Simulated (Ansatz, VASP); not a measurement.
NaH8: VASP beside Ansatz

The input INCAR:

```
SYSTEM = NaH8
PREC     = Accurate       ! precision mode
ENCUT    = 600            ! plane-wave cutoff, eV
EDIFF    = 1E-6           ! SCF threshold, eV
ISMEAR   = 0              ! smearing method
SIGMA    = 0.1            ! smearing width, eV
LREAL    = .False.        ! projectors in reciprocal space
LASPH    = .True.         ! aspherical terms in the spheres
NELM     = 100            ! most SCF steps
ALGO     = Normal         ! electronic algorithm
ISIF     = 3              ! what is computed and relaxed
LWAVE    = .False.        ! write WAVECAR
LCHARG   = .False.        ! write CHGCAR
GGA      = PE             ! functional
IBRION   = 2              ! ionic algorithm
NSW      = 90             ! ionic steps
EDIFFG   = -0.04          ! ionic threshold
```

KPOINTS

```
regular mesh
0
Gamma
  4 4 4
  0 0 0
```

Contents of POSCAR:

```
NaH8
1.0
    4.2405752600      0.0000000000      0.0000000000
    0.0000000000      4.2405752600      0.0000000000
    0.0000000000      0.0000000000      4.2405752600
Na H
1 8
Direct
    0.0000000000      0.0000000000      0.0000000000
    0.7204308900      0.7204308900      0.7204308900
    0.2795691100      0.2795691100      0.7204308900
    0.2795691100      0.7204308900      0.2795691100
    0.7204308900      0.2795691100      0.2795691100
    0.7204308900      0.7204308900      0.2795691100
    0.2795691100      0.2795691100      0.2795691100
    0.7204308900      0.2795691100      0.7204308900
    0.2795691100      0.7204308900      0.7204308900
```

Input for Ansatz:

```yaml
crystal:
  lattice:
    - [4.24057526, 0.0, 0.0]
    - [0.0, 4.24057526, 0.0]
    - [0.0, 0.0, 4.24057526]
  atoms:
    - { symbol: Na, position: [0.0, 0.0, 0.0] }
    - { symbol: H, position: [0.72043089, 0.72043089, 0.72043089] }
    - { symbol: H, position: [0.27956911, 0.27956911, 0.72043089] }
    - { symbol: H, position: [0.27956911, 0.72043089, 0.27956911] }
    - { symbol: H, position: [0.72043089, 0.27956911, 0.27956911] }
    - { symbol: H, position: [0.72043089, 0.72043089, 0.27956911] }
    - { symbol: H, position: [0.27956911, 0.27956911, 0.27956911] }
    - { symbol: H, position: [0.72043089, 0.27956911, 0.72043089] }
    - { symbol: H, position: [0.27956911, 0.72043089, 0.72043089] }
basis:
  ecutwfc: 420
kpoints:
  mp_grid: { grid: [4, 4, 4] }
hamiltonian:
  xc: pbe
scf:
  occupations: { method: gaussian, width: 0.1 }
  lower_state_search: "off"
output:
  forces: true
  stress: true
  eigenvalues: true
relax:
  adjacent_minimum: "off"
  f_tol: 0.04
  max_steps: 70
  cell: { stress_tol: 0.4 }
```

Alike in both runs: task relaxation of cell and atoms; functional PBE; k mesh 4 × 4 × 4; occupations gaussian, width 0.1 eV; no spin polarisation.

|  | VASP | Ansatz |
| --- | --- | --- |
| version | VASP 6.6.1 | Ansatz 0.2.0 |
| potentials or method | VASP PAW PBE potentials, release 64 (Na_pv, H), cutoff 600 eV | scalar-relativistic, plane waves, PAW |
| valence electrons in the cell | 15 | 17 |

|  | VASP | Ansatz | Ansatz less VASP |
| --- | --- | --- | --- |
| gap on the k mesh at the Fermi level, each at its own relaxed structure (eV) | none | none | - |
| relaxed volume (Å³/atom) | 7.22 | 7.31 | +0.085 |
| relaxed length of the cell vector where the two differ most in proportion (Å) | 4.020 | 4.036 | +0.0157 |

A gap of «none» marks a metal or a gap that the smearing closes. VASP's potentials hold 15 valence electrons a cell and Ansatz's 17, so a difference there can come from the potentials and not from the codes.

The k mesh is coarse, so the values compare programs but aren't converged.
